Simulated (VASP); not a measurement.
# CaO in VASP: single point with PBEsol

Aim: the single point of CaO with PBEsol.

Program: VASP 6.6.1. These are calculated values, not measurements. Logs are shortened: lines on timing, memory, paths and dates and some standing lists are left out, and cuts for length are marked.

### 1 The cell of the first run

The cell holds a slab with vacuum, 16 atoms: a = 3.371 Å, b = 3.371 Å, c = 29.687 Å, α = 90.00°, β = 90.00°, γ = 90.00°.

### 2 Single point, PBEsol

INCAR

```
SYSTEM = CaO
ALGO = Normal
EDIFF = 1E-6
ENCUT = 520
GGA = PS
ISIF = 2
ISMEAR = -1
LASPH = .TRUE.
LCHARG = .FALSE.
LREAL = Auto
LWAVE = .FALSE.
NBANDS = 78
NELM = 80
PREC = Accurate
SIGMA = 0.05
```

KPOINTS

```
k-points
0
G
  6 6 1
  0 0 0
```

POSCAR

```
CaO
1.0
    2.3838000000      2.3838000000      0.0000000000
   -2.3838000000      2.3838000000      0.0000000000
    0.0000000000      0.0000000000     29.6866000000
O Ca
8 8
Direct
    0.4996680000      0.5013110000      0.2208780000
    0.4996880000      0.5013160000      0.3797160000
    0.4996650000      0.5011720000      0.5402130000
    0.4995690000      0.5011220000      0.7011750000
    0.9996740000      0.0013290000      0.2988920000
    0.9996730000      0.0012240000      0.4598540000
    0.9996310000      0.0011410000      0.6203510000
    0.9995690000      0.0011160000      0.7791990000
    0.9996470000      0.0013250000      0.2201860000
    0.9995920000      0.0011850000      0.3795890000
    0.9995560000      0.0011210000      0.5401580000
    0.9995380000      0.0011080000      0.7007870000
    0.4996270000      0.5012470000      0.2992780000
    0.4995800000      0.5011490000      0.4598950000
    0.4995400000      0.5011110000      0.6204710000
    0.4995320000      0.5010960000      0.7798880000
```

Potentials or basis: VASP PAW PBE potentials, release 64 (O, Ca_sv).

Launch:

```bash
$ cat potpaw_PBE.64/O/POTCAR potpaw_PBE.64/Ca_sv/POTCAR > POTCAR
$ mpirun -np 1 vasp_std > vasp.out
```

OUTCAR:

```text
SYSTEM = CaO
   EDIFF = 1E-6
   ENCUT = 520
   GGA = PS
   ISIF = 2
   ISMEAR = -1
   LASPH = .TRUE.
   LREAL = Auto
   NELM = 80
   PREC = Accurate

 ion  position               nearest neighbor table
   1  0.500  0.501  0.221-  13 2.33   9 2.38   9 2.38   9 2.38   9 2.38
   2  0.500  0.501  0.380-  14 2.38  10 2.38  10 2.38  10 2.38  10 2.38  13 2.39
   3  0.500  0.501  0.540-  15 2.38  11 2.38  11 2.38  11 2.38  11 2.38  14 2.38
   4  0.500  0.501  0.701-  16 2.34  12 2.38  12 2.38  12 2.38  12 2.38  15 2.40
   5  1.000  0.001  0.299-   9 2.34  13 2.38  13 2.38  13 2.38  13 2.38  10 2.40
   6  1.000  0.001  0.460-  10 2.38  14 2.38  14 2.38  14 2.38  11 2.38  14 2.38
   7  1.000  0.001  0.620-  11 2.38  15 2.38  15 2.38  15 2.38  15 2.38  12 2.39
   8  1.000  0.001  0.779-  12 2.33  16 2.38  16 2.38  16 2.38  16 2.38
   9  1.000  0.001  0.220-   5 2.34   1 2.38   1 2.38   1 2.38   1 2.38
  10  1.000  0.001  0.380-   6 2.38   2 2.38   2 2.38   2 2.38   2 2.38   5 2.40
  11  1.000  0.001  0.540-   7 2.38   3 2.38   3 2.38   3 2.38   6 2.38   3 2.38
  12  1.000  0.001  0.701-   8 2.33   4 2.38   4 2.38   4 2.38   4 2.38   7 2.39
  13  0.500  0.501  0.299-   1 2.33   5 2.38   5 2.38   5 2.38   5 2.38   2 2.39
  14  0.500  0.501  0.460-   2 2.38   6 2.38   6 2.38   6 2.38   6 2.38   3 2.38
  15  0.500  0.501  0.620-   3 2.38   7 2.38   7 2.38   7 2.38   7 2.38   4 2.40
  16  0.500  0.501  0.780-   4 2.34   8 2.38   8 2.38   8 2.38   8 2.38

  LATTYP: Found a simple tetragonal cell.
 ALAT       =     3.3712022900
 C/A-ratio  =     8.8059384891

  Lattice vectors:

 A1 = (   2.3838000000,   2.3838000000,   0.0000000000)
 A2 = (  -2.3838000000,   2.3838000000,   0.0000000000)
 A3 = (   0.0000000000,   0.0000000000,  29.6866000000)

Analysis of symmetry for initial positions (statically):
=====================================================================
 Subroutine PRICEL returns:
 Original cell was already a primitive cell.

 Routine SETGRP: Setting up the symmetry group for a
 simple tetragonal supercell.

 Subroutine GETGRP returns: Found  1 space group operations
 (whereof  1 operations were pure point group operations)
 out of a pool of 16 trial point group operations.

The static configuration has the point symmetry C_1 .

Analysis of symmetry for dynamics (positions and initial velocities):
=====================================================================
 Subroutine PRICEL returns:
 Original cell was already a primitive cell.

 Routine SETGRP: Setting up the symmetry group for a
 simple tetragonal supercell.

 Subroutine GETGRP returns: Found  1 space group operations
 (whereof  1 operations were pure point group operations)
[... 133 lines left out ...]
   POTIM  = 0.5000    time-step for ionic-motion
   TEBEG  =    0.0;   TEEND  =   0.0 temperature during run
   PSTRESS=    0.0 pullay stress
   NELECT =     128.0000    total number of electrons
   NUPDOWN=      -1.0000    fix difference up-down
   EMIN   =  10.00;   EMAX   =-10.00  energy-range for DOS
   EFERMI =   0.00;   METHOD = LEGACY
   ISMEAR =    -1;   SIGMA  =   0.05  broadening in eV -4-tet -1-fermi 0-gaus
   EFERMI_NEDOS =   21; number of points for ismear=-14 and -15
   IALGO  =     38    algorithm
   IMIX   =      4    mixing-type and parameters
     AMIX     =   0.40;   BMIX     =  1.00
     AMIX_MAG =   1.60;   BMIX_MAG =  1.00
  volume/ion in A,a.u.               =      21.09       142.30
  Fermi-wavevector in a.u.,A,eV,Ry     =   1.185136  2.239582 19.110021  1.404547
  Thomas-Fermi vector in A             =   2.321336
   LORBIT       =      0    0 simple, 1 ext, 2 COOP (PROOUT), +10 PAW based schemes
   GGA     = PS    functional components
   LHFCALC =     F    Hartree Fock is set to
   AEXX    =    0.0000 exact exchange contribution
   IVDW    =     0    specifies the selected vdW correction
   LEPSILON=     F    determine dielectric tensor
   LRPA    =     F    only Hartree local field effects (RPA)
 non-spin polarized calculation
  energy-cutoff  :      520.00
  volume of cell :      337.39
 maximum number of plane-waves:      9118
 NGX is ok and might be reduce to    28
   NGX = 13   NGY = 13   NGZ =111

 number of electron     127.9999990 magnetization

 Free energy of the ion-electron system (eV)
  ---------------------------------------------------
  ext. energy  EPLUGINS =         0.00000000
  ---------------------------------------------------
  free energy    TOTEN  =      -106.27192642 eV

  energy without entropy =     -106.27192642  energy(sigma->0) =     -106.27192642

 E-fermi :   1.1950     XC(G=0):  -7.4135

 val. band max:        0.1126328888   @ k =   0.0000   0.0000   0.0000
 cond. band min:       3.2017348272   @ k =   0.0000   0.0000   0.0000
 fundamental gap:      3.0891019385
 Fermi energy:         1.1950089214

 k-point     1 :       0.0000    0.0000    0.0000
  band No.  band energies     occupation
      1     -37.6202      2.00000
      2     -37.6153      2.00000
      3     -37.3143      2.00000
      4     -37.2905      2.00000
      5     -37.2387      2.00000
      6     -37.1851      2.00000
[... 1569 lines left out ...]
     75       7.5127      0.00000
     76       7.5128      0.00000
 [bands above 76 left out]

------------------------ aborting loop because EDIFF is reached ----------------------------------------

  FORCE on cell =-STRESS in cart. coord.  units (eV):
  Direction    XX          YY          ZZ          XY          YZ          ZX
  --------------------------------------------------------------------------------------
  -------------------------------------------------------------------------------------
  Total       -1.9598037     -1.9614314      0.7419222     -0.0013921      0.0045168     -0.0012513
  in kB       -9.3066434     -9.3143728      3.5232125     -0.0066110      0.0214494     -0.0059423
  external PRESSURE =      -5.0326012 kB  Pullay stress =       0.0000000 kB

 VOLUME and BASIS-vectors are now :
 -----------------------------------------------------------------------------
  energy-cutoff  :      520.00
  volume of cell :      337.39
      direct lattice vectors                 reciprocal lattice vectors
     2.383800000  2.383800000  0.000000000     0.209749140  0.209749140  0.000000000
    -2.383800000  2.383800000  0.000000000    -0.209749140  0.209749140  0.000000000
     0.000000000  0.000000000 29.686600000     0.000000000  0.000000000  0.033685232

 POSITION                                       TOTAL-FORCE (eV/Angst)
 -----------------------------------------------------------------------------------
     -0.00392      2.38613      6.55712        -0.003084      0.001816     -0.031475
     -0.00388      2.38619     11.27248         0.002607     -0.003374      0.004492
     -0.00359      2.38580     16.03709         0.001038     -0.002273     -0.002713
     -0.00370      2.38545     20.81550         0.002685     -0.001977     -0.009709
      2.37985      2.38619      8.87309         0.002552     -0.002515      0.009227
      2.38010      2.38594     13.65150         0.001464     -0.002454     -0.001123
[... 8 lines left out ...]
     -0.00374      2.38535     18.41967        -0.000645      0.001582      0.006408
     -0.00373      2.38530     23.15222         0.000237      0.000500      0.042146
 -----------------------------------------------------------------------------------
    total drift:                                0.004332     -0.003264     -0.001310

  FREE ENERGIE OF THE ION-ELECTRON SYSTEM (eV)
  ---------------------------------------------------
  free  energy   TOTEN  =      -106.2719264240 eV

  energy  without entropy=     -106.2719264239  energy(sigma->0) =     -106.27192642
```

OSZICAR:

```text
N       E                     dE             d eps       ncg     rms          rms(c)
DAV:   1     0.154586791846E+04    0.15459E+04   -0.66115E+04  3280   0.159E+03
DAV:   2     0.357282842365E+02   -0.15101E+04   -0.14714E+04  3810   0.486E+02
DAV:   3    -0.110138662993E+03   -0.14587E+03   -0.14442E+03  4130   0.138E+02
[... 16 lines left out ...]
DAV:  20    -0.106271834965E+03   -0.98358E-04   -0.13415E-05  3164   0.103E-02    0.301E-03
DAV:  21    -0.106271903411E+03   -0.68447E-04   -0.76013E-06  2708   0.527E-03    0.183E-03
DAV:  22    -0.106271924131E+03   -0.20720E-04   -0.25187E-06  2616   0.447E-03    0.957E-04
DAV:  23    -0.106271925937E+03   -0.18059E-05   -0.25822E-07  2288   0.210E-03    0.532E-04
DAV:  24    -0.106271926424E+03   -0.48708E-06   -0.85332E-08  2184   0.104E-03
   1 F= -.10627193E+03 E0= -.10627193E+03  d E =-.974436E-10
```

stdout:

```text
POSCAR found type information on POSCAR O Ca
 POSCAR found :  2 types and      16 ions
 scaLAPACK will be used
 -----------------------------------------------------------------------------
|                                                                             |
|                                                                             |
|     You enforced a specific xc type in the INCAR file but a different       |
|     I HOPE YOU KNOW WHAT YOU ARE DOING!                                     |
|                                                                             |
 -----------------------------------------------------------------------------

 LDA part: xc-table for (Slater+PW92), standard interpolation
 POSCAR, INCAR and KPOINTS ok, starting setup
 FFT: planning ... GRIDC
 FFT: planning ... GRID_SOFT
 FFT: planning ... GRID
 WAVECAR not read
 entering main loop
```

Wall time 35 min (1 thread of Intel Xeon Platinum 8375C at 2.90GHz (Ice Lake), shared host); peak memory 0.6 GiB.

Results:

```
Free energy            : -106.2719 eV
Largest force          : 0.043 eV/Å
Band gap on the k mesh : 3.09 eV, direct
```

Forces on the atoms (eV/Å):
```
O   -0.003  0.002 -0.031
O    0.003 -0.003  0.004
O    0.001 -0.002 -0.003
O    0.003 -0.002 -0.010
O    0.003 -0.003  0.009
O    0.001 -0.002 -0.001
O    0.001 -0.002 -0.008
O   -0.003  0.001  0.031
Ca   0.001  0.000 -0.043
Ca  -0.001  0.002 -0.004
Ca  -0.001  0.002  0.005
Ca  -0.001  0.001  0.000
Ca  -0.001  0.002  0.002
Ca  -0.001  0.002  0.001
Ca  -0.001  0.002  0.006
Ca   0.000  0.001  0.042
```

Levels at points of the mesh, in eV from the valence-band top:
```
           k point  band 62  band 63  band 64  band 65  band 66  band 67
(0.00, 0.00, 0.00)    -0.01     0.00     0.00     3.09     3.19     3.44
(0.50, 0.00, 0.00)    -1.04    -0.83    -0.82     5.56     5.56     6.07
(0.00, 0.50, 0.00)    -1.04    -0.83    -0.82     5.56     5.56     6.07
(0.50, 0.50, 0.00)    -0.50    -0.31    -0.31     3.56     3.56     4.04
```

Caveat: the PAW data sets were made with another functional, which shifts forces and pressure a little.
